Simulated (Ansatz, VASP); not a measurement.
## Two plane-wave programs on ZrB2

File INCAR:

```
SYSTEM = ZrB2
PREC     = Accurate       ! precision mode
ENCUT    = 520            ! plane-wave cutoff, eV
EDIFF    = 1E-6           ! SCF threshold, eV
ISMEAR   = 0              ! smearing method
SIGMA    = 0.15           ! smearing width, eV
LREAL    = .FALSE.        ! projectors in reciprocal space
LASPH    = .TRUE.         ! aspherical terms in the spheres
NELM     = 80             ! most SCF steps
ALGO     = Normal         ! electronic algorithm
ISIF     = 2              ! what is computed and relaxed
LWAVE    = .FALSE.        ! write WAVECAR
LCHARG   = .TRUE.         ! write CHGCAR
GGA      = PS             ! functional
LELF     = .TRUE.         ! ELF
LVHAR    = .TRUE.       
NBANDS   = 16             ! bands
```

File KPOINTS:

```
regular mesh
0
G
  18 18 12
  0 0 0
```

POSCAR

```
ZrB2
1.0
    3.3283698628      0.0000000000      0.0000000000
   -1.6641849314      2.8824528543      0.0000000000
    0.0000000000      0.0000000000      3.2767801299
Zr B
1 2
Direct
    0.0000000000      0.0000000000      0.0000000000
    0.3333333333      0.6666666667      0.5000000000
    0.6666666667      0.3333333333      0.5000000000
```

Input for Ansatz:

```yaml
crystal:
  lattice:
    - [3.3283698628, 0.0, 0.0]
    - [-1.6641849314, 2.8824528543, 0.0]
    - [0.0, 0.0, 3.2767801299]
  atoms:
    - { symbol: Zr, position: [0.0, 0.0, 0.0] }
    - { symbol: B, position: [0.3333333333, 0.6666666667, 0.5] }
    - { symbol: B, position: [0.6666666667, 0.3333333333, 0.5] }
basis:
  ecutwfc: 520.0
kpoints:
  mp_grid: { grid: [18, 18, 12] }
hamiltonian:
  xc: pbesol
scf:
  occupations: { method: gaussian, width: 0.15 }
output:
  forces: true
  stress: true
  eigenvalues: true
```

Alike in both runs: task single point; functional PBEsol; k mesh 18 × 18 × 12; occupations gaussian, width 0.15 eV; no spin polarisation.

|  | VASP | Ansatz |
| --- | --- | --- |
| version | VASP 6.6.1 | Ansatz 0.2.0 |
| potentials or method | VASP PAW PBE potentials, release 64 (Zr_sv, B), cutoff 520 eV | scalar-relativistic, plane waves, PAW |
| valence electrons in the cell | 18 | 18 |

Ansatz gave:

- gap on the k mesh at the Fermi level (eV): none
- pressure (GPa): -9.5
- traceless stress, the component that is largest in VASP (GPa): 25.13

Question: Which values does VASP return?

Answer: gap on the k mesh at the Fermi level (eV): none; pressure (GPa): -9.2; traceless stress, the component that is largest in VASP (GPa): 25.13.

VASP's potentials were made for PBE, not for PBEsol. A gap of «none» marks a metal or a gap that the smearing closes. The functional is the same, so the differences come from potentials, cutoffs and numerics.
